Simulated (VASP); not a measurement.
# PbS (Amm2) in VASP: single point with r2SCAN+D3(BJ)

Aim: the single point of PbS with r2SCAN+D3(BJ).

All numbers are computed with VASP 6.6.1; they aren't measurements. Logs are shortened: lines on timing, memory, paths and dates and some standing lists are left out, and cuts for length are marked.

**1. The cell of the first run**

Symmetry: Amm2, No. 38, orthorhombic system. Conventional cell: a = 4.070 Å, b = 11.380 Å, c = 11.147 Å, α = 90.00°, β = 90.00°, γ = 90.00°. Pb (site symmetry m) has 5 S at 2.81 to 3.14 Å and 1 Pb at 3.69 Å within 3.7 Å. Within 3.7 Å of Pb (site symmetry mm2) lie 4 S at 2.81 to 2.89 Å. Pb (site symmetry mm2) has 6 S at 2.91 to 3.13 Å within 3.8 Å. S (site symmetry m) has 5 Pb at 2.85 to 3.13 Å within 3.8 Å. S (site symmetry mm2) has 4 Pb at 2.81 Å within 3.7 Å. S (site symmetry mm2) has 6 Pb at 2.91 to 3.14 Å within 3.8 Å.

**2. Single point, r2SCAN+D3(BJ)**

POSCAR reads:

```
PbS
1.0
    4.0699280000      0.0000000000      0.0000000000
    0.0000000000      5.6898180000      5.5735990000
    0.0000000000     -5.6898180000      5.5735990000
Pb S
4 4
Direct
    0.0000000000      0.6631120000      0.3391490000
    0.0000000000      0.3391490000      0.6631120000
    0.5000000000      0.1373870000      0.1373870000
    0.0000000000      0.8237310000      0.8237310000
    0.5000000000      0.7748220000      0.1178520000
    0.5000000000      0.1178520000      0.7748220000
    0.0000000000      0.3108960000      0.3108960000
    0.5000000000      0.6372510000      0.6372510000
```

INCAR.step1 reads:

```
SYSTEM = PbS
ALGO = Normal ; EDIFF = 1E-4
ENCUT = 520 ; GGA = PE
ISMEAR = 1 ; LASPH = .TRUE.
LCHARG = .FALSE. ; LREAL = .FALSE.
LWAVE = .TRUE. ; NBANDS = 50
NELM = 60 ; PREC = Accurate
SIGMA = 0.02
```

INCAR.step2 reads:

```
SYSTEM = PbS
ALGO = Normal ; EDIFF = 1E-6
ENCUT = 520 ; ISIF = 2
ISMEAR = 1 ; ISTART = 1
IVDW = 12 ; LASPH = .TRUE.
LCHARG = .FALSE. ; LMIXTAU = .TRUE.
LREAL = .FALSE. ; LWAVE = .FALSE.
METAGGA = R2SCAN ; NBANDS = 50
NELM = 60 ; PREC = Accurate
SIGMA = 0.02 ; VDW_A1 = 0.49484001
VDW_A2 = 5.73083694 ; VDW_S6 = 1.0
VDW_S8 = 0.78981345
```

KPOINTS reads:

```
k-points
0
G
  6 4 4
  0 0 0
```

Potentials or basis: VASP PAW PBE potentials, release 64 (Pb_d, S).

Command:

```bash
cat potpaw_PBE.64/Pb_d/POTCAR potpaw_PBE.64/S/POTCAR > POTCAR
cp INCAR.step1 INCAR
mpirun -np 1 vasp_std > vasp.out
cp INCAR.step2 INCAR
mpirun -np 1 vasp_std > vasp.out
```

OUTCAR:

```text
SYSTEM = PbS
   EDIFF = 1E-6
   ENCUT = 520
   ISIF = 2
   ISMEAR = 1
   ISTART = 1
   IVDW = 12
   LASPH = .TRUE.
   LREAL = .FALSE.
   METAGGA = R2SCAN
   NELM = 60
   PREC = Accurate
 IVDW          = 12

 ion  position               nearest neighbor table
   1  0.000  0.663  0.339-   7 2.81   5 2.85   5 2.85   8 3.14   8 3.14   2 3.69   4 4.04
   2  0.000  0.339  0.663-   7 2.81   6 2.85   6 2.85   8 3.14   8 3.14   1 3.69   4 4.04
   3  0.500  0.137  0.137-   7 2.81   7 2.81   5 2.89   6 2.89   4 4.05   4 4.05
   4  0.000  0.824  0.824-   8 2.91   8 2.91   5 3.13   5 3.13   6 3.13   6 3.13   1 4.04   2 4.04
                             3 4.05   3 4.05
   5  0.500  0.775  0.118-   1 2.85   1 2.85   3 2.89   4 3.13   4 3.13
   6  0.500  0.118  0.775-   2 2.85   2 2.85   3 2.89   4 3.13   4 3.13
   7  0.000  0.311  0.311-   3 2.81   3 2.81   1 2.81   2 2.81
   8  0.500  0.637  0.637-   4 2.91   4 2.91   1 3.14   1 3.14   2 3.14   2 3.14

  LATTYP: Found a base centered orthorhombic cell.
 ALAT       =    11.1471980000
 B/A-ratio  =     1.0208516974
 C/A-ratio  =     0.3651077159

  Lattice vectors:

 A1 = (   0.0000000000,   5.6898180000,   5.5735990000)
 A2 = (   0.0000000000,  -5.6898180000,   5.5735990000)
 A3 = (   4.0699280000,   0.0000000000,   0.0000000000)

Analysis of symmetry for initial positions (statically):
=====================================================================
 Subroutine PRICEL returns:
 Original cell was already a primitive cell.

 Routine SETGRP: Setting up the symmetry group for a
 base centered orthorhombic supercell.

 Subroutine GETGRP returns: Found  4 space group operations
 (whereof  4 operations were pure point group operations)
 out of a pool of  8 trial point group operations.

The static configuration has the point symmetry C_2v.

Analysis of symmetry for dynamics (positions and initial velocities):
=====================================================================
 Subroutine PRICEL returns:
 Original cell was already a primitive cell.

 Routine SETGRP: Setting up the symmetry group for a
 base centered orthorhombic supercell.

 Subroutine GETGRP returns: Found  4 space group operations
 (whereof  4 operations were pure point group operations)
 out of a pool of  8 trial point group operations.

The dynamic configuration has the point symmetry C_2v.

 Subroutine INISYM returns: Found  4 space group operations
 (whereof  4 operations are pure point group operations),
 and found     1 'primitive' translations

----------------------------------------------------------------------------------------

                                     Primitive cell

  volume of cell :     258.1373

  direct lattice vectors                    reciprocal lattice vectors
     4.069928000  0.000000000  0.000000000     0.245704592  0.000000000  0.000000000
     0.000000000  5.689818000  5.573599000     0.000000000  0.087876273  0.089708642
     0.000000000 -5.689818000  5.573599000     0.000000000 -0.087876273  0.089708642

  length of vectors
     4.069928000  7.964862503  7.964862503     0.245704592  0.125578182  0.125578182

  position of ions in fractional coordinates (direct lattice)
     0.000000000  0.663112000  0.339149000
     0.000000000  0.339149000  0.663112000
     0.500000000  0.137387000  0.137387000
     0.000000000  0.823731000  0.823731000
     0.500000000  0.774822000  0.117852000
     0.500000000  0.117852000  0.774822000
     0.000000000  0.310896000  0.310896000
     0.500000000  0.637251000  0.637251000

  ion indices of the primitive-cell ions
   primitive index   ion index
                 1           1
                 2           2
                 3           3
                 4           4
                 5           5
                 6           6
                 7           7
                 8           8

----------------------------------------------------------------------------------------

 KPOINTS: k-points

Automatic generation of k-mesh.
 Grid dimensions read from file:
 generate k-points for:    6    4    4

 Generating k-lattice:

  Cartesian coordinates                     Fractional coordinates (reciprocal lattice)
     0.040950765  0.000000000  0.000000000     0.166666667  0.000000000  0.000000000
     0.000000000  0.021969068  0.022427161     0.000000000  0.250000000  0.000000000
     0.000000000 -0.021969068  0.022427161     0.000000000  0.000000000  0.250000000

  Length of vectors
     0.040950765  0.031394546  0.031394546

  Shift w.r.t. Gamma in fractional coordinates (k-lattice)
     0.000000000  0.000000000  0.000000000

 Subroutine IBZKPT returns following result:
 ===========================================

 Found     28 irreducible k-points:

 Following reciprocal coordinates:
            Coordinates               Weight
  0.000000  0.000000  0.000000      1.000000
  0.166667  0.000000  0.000000      2.000000
  0.333333  0.000000  0.000000      2.000000
  0.500000  0.000000  0.000000      1.000000
  0.000000  0.250000 -0.000000      4.000000
  0.166667  0.250000 -0.000000      8.000000
[... 16 lines left out ...]
  0.333333 -0.250000  0.250000      4.000000
  0.500000 -0.250000  0.250000      2.000000
 [... further k-points ...]
   k-points           NKPTS =     28   k-points in BZ     NKDIM =     28   number of bands    NBANDS=     50
   number of dos      NEDOS =    301   number of ions     NIONS =      8
   total plane-waves  NPLWV = 108000
   dimension x,y,z NGX =    30 NGY =   60 NGZ =   60
   dimension x,y,z NGXF=    60 NGYF=  120 NGZF=  120
   ions per type =               4   4
   NGX,Y,Z   is equivalent  to a cutoff of  12.25, 12.52, 12.52 a.u.
   NGXF,Y,Z  is equivalent  to a cutoff of  24.51, 25.05, 25.05 a.u.
 SYSTEM =  PbS
   PREC   = accura    normal or accurate (medium, high low for compatibility)
   ISTART =      1    job   : 0-new  1-cont  2-samecut
   ICHARG =      0    charge: 1-file 2-atom 10-const
   ISPIN  =      1    spin polarized calculation?
   LNONCOLLINEAR =      F non collinear calculations
   LSORBIT =      F    spin-orbit coupling
   LASPH  =      T    aspherical Exc in radial PAW
   ENCUT  =  520.0 eV  38.22 Ry    6.18 a.u.   7.57 14.81 14.81*2*pi/ulx,y,z
   NELM   =     60;   NELMIN=  2; NELMDL=  0     # of ELM steps
   EDIFF  = 0.1E-05   stopping-criterion for ELM
   LREAL  =      F    real-space projection
   EDIFFG = 0.1E-04   stopping-criterion for IOM
   NSW    =      0    number of steps for IOM
   IBRION =     -1    ionic relax: 0-MD 1-quasi-New 2-CG
   NFREE  =      0    steps in history (QN), initial steepest desc. (CG)
   ISIF   =      2    stress and relaxation
   ISYM   =      2    0-nonsym 1-usesym 2-fastsym
   POTIM  = 0.5000    time-step for ionic-motion
   TEBEG  =    0.0;   TEEND  =   0.0 temperature during run
   PSTRESS=    0.0 pullay stress
   NELECT =      80.0000    total number of electrons
   NUPDOWN=      -1.0000    fix difference up-down
   EMIN   =  10.00;   EMAX   =-10.00  energy-range for DOS
   EFERMI =   0.00;   METHOD = LEGACY
   ISMEAR =     1;   SIGMA  =   0.02  broadening in eV -4-tet -1-fermi 0-gaus
   EFERMI_NEDOS =   21; number of points for ismear=-14 and -15
   IALGO  =     38    algorithm
   IMIX   =      4    mixing-type and parameters
     AMIX     =   0.40;   BMIX     =  1.00
     AMIX_MAG =   1.60;   BMIX_MAG =  1.00
  volume/ion in A,a.u.               =      32.27       217.75
  Fermi-wavevector in a.u.,A,eV,Ry     =   1.107868  2.093566 16.699393  1.227371
  Thomas-Fermi vector in A             =   2.244387
   LORBIT       =      0    0 simple, 1 ext, 2 COOP (PROOUT), +10 PAW based schemes
   METAGGA = R2SCAN    functional components
   LHFCALC =     F    Hartree Fock is set to
   AEXX    =    0.0000 exact exchange contribution
   IVDW    =    12    specifies the selected vdW correction
   LEPSILON=     F    determine dielectric tensor
   LRPA    =     F    only Hartree local field effects (RPA)
 non-spin polarized calculation
 Methfessel and Paxton  Order N= 1 SIGMA  =   0.02
  energy-cutoff  :      520.00
  volume of cell :      258.14
 maximum number of plane-waves:      6978
   NGX = 15   NGY = 29   NGZ = 29

 number of electron      79.9999989 magnetization

 Free energy of the ion-electron system (eV)
  ---------------------------------------------------
  ext. energy  EPLUGINS =         0.00000000
  ---------------------------------------------------
  free energy    TOTEN  =      -260.85477454 eV

  energy without entropy =     -260.85478662  energy(sigma->0) =     -260.85477857

 E-fermi :   3.6641     XC(G=0):  -9.0010

 val. band max:        3.6472934768   @ k =   0.5000   0.0000   0.0000
 cond. band min:       4.3081087742   @ k =   0.5000  -0.2500   0.2500
 fundamental gap:      0.6608152974
 Fermi energy:         3.6641311211

 k-point     1 :       0.0000    0.0000    0.0000
  band No.  band energies     occupation
      1     -13.9891      2.00000
      2     -13.9065      2.00000
      3     -13.8846      2.00000
      4     -13.8814      2.00000
      5     -13.8653      2.00000
      6     -13.8548      2.00000
[... 42 lines left out ...]
     49       7.7964      0.00000
     50       7.9737      0.00000

 k-point     2 :       0.1667    0.0000    0.0000
  band No.  band energies     occupation
      1     -13.9735      2.00000
      2     -13.9117      2.00000
      3     -13.9030      2.00000
      4     -13.8839      2.00000
      5     -13.8581      2.00000
      6     -13.8412      2.00000
[... 42 lines left out ...]
     49       7.9189      0.00000
     50       8.1040      0.00000

 k-point     3 :       0.3333    0.0000    0.0000
  band No.  band energies     occupation
      1     -13.9571      2.00000
      2     -13.9219      2.00000
      3     -13.9206      2.00000
      4     -13.8838      2.00000
      5     -13.8474      2.00000
      6     -13.8457      2.00000
[... 1102 lines left out ...]
     49       8.2050      0.00000
     50       8.5101      0.00000

 k-point    24 :       0.5000   -0.2500    0.2500
  band No.  band energies     occupation
      1     -13.9650      2.00000
      2     -13.9272      2.00000
      3     -13.9116      2.00000
      4     -13.8888      2.00000
      5     -13.8514      2.00000
      6     -13.8430      2.00000
[... 42 lines left out ...]
     49       8.0065      0.00000
     50       8.3836      0.00000

 [... further k-points ...]

------------------------ aborting loop because EDIFF is reached ----------------------------------------

 Edisp (eV)   -1.05484

 E8    (eV) :    -0.3732

  FORCE on cell =-STRESS in cart. coord.  units (eV):
  Direction    XX          YY          ZZ          XY          YZ          ZX
  --------------------------------------------------------------------------------------
  -------------------------------------------------------------------------------------
  Total      -1.81364    -1.85859    -1.91873     0.00000     0.00000     0.00000
  in kB     -11.25672   -11.53567   -11.90897     0.00000     0.00000     0.00000
  external pressure =      -11.57 kB  Pullay stress =        0.00 kB

 VOLUME and BASIS-vectors are now :
 -----------------------------------------------------------------------------
  energy-cutoff  :      520.00
  volume of cell :      258.14
      direct lattice vectors                 reciprocal lattice vectors
     4.069928000  0.000000000  0.000000000     0.245704592  0.000000000  0.000000000
     0.000000000  5.689818000  5.573599000     0.000000000  0.087876273  0.089708642
     0.000000000 -5.689818000  5.573599000     0.000000000 -0.087876273  0.089708642

 POSITION                                       TOTAL-FORCE (eV/Angst)
 -----------------------------------------------------------------------------------
      0.00000      1.84329      5.58620         0.000000      0.008588      0.073433
      0.00000     -1.84329      5.58620         0.000000     -0.008588      0.073433
      2.03496      0.00000      1.53148         0.000000      0.000000      0.003262
      0.00000      0.00000      9.18229         0.000000      0.000000      0.001715
      2.03496      3.73804      4.97541         0.000000     -0.022489     -0.108782
      2.03496     -3.73804      4.97541         0.000000      0.022489     -0.108782
      0.00000      0.00000      3.46562         0.000000      0.000000      0.100437
      2.03496      0.00000      7.10356         0.000000      0.000000     -0.034717
 -----------------------------------------------------------------------------------
    total drift:                                0.000000      0.000001      0.001829

  FREE ENERGIE OF THE ION-ELECTRON SYSTEM (eV)
  ---------------------------------------------------
  free  energy   TOTEN  =      -261.9096126102 eV

  energy  without entropy=     -261.9096246892  energy(sigma->0) =     -261.90961664
```

Wall time 12 min (1 thread of AMD EPYC 9R45 (Zen 5), shared host); peak memory 0.48 GiB.

Results:

```
Free energy                : -261.9096 eV
Pressure                   : -1.2 GPa
Largest force              : 0.111 eV/Å
Band gap on the k mesh     : 0.66 eV, indirect (least direct gap 0.69 eV)
Dispersion energy per atom : -0.132 eV
```

Forces in eV/Å, atoms in the order of the input:
```
Pb   0.000  0.009  0.073
Pb   0.000 -0.009  0.073
Pb   0.000  0.000  0.003
Pb   0.000  0.000  0.002
S    0.000 -0.022 -0.109
S    0.000  0.022 -0.109
S    0.000  0.000  0.100
S    0.000  0.000 -0.035
```

Caveat: three body term missing; the PAW data sets were made with another functional, which shifts forces and pressure a little; spin-orbit coupling is left out, which moves the levels of the heavy elements.
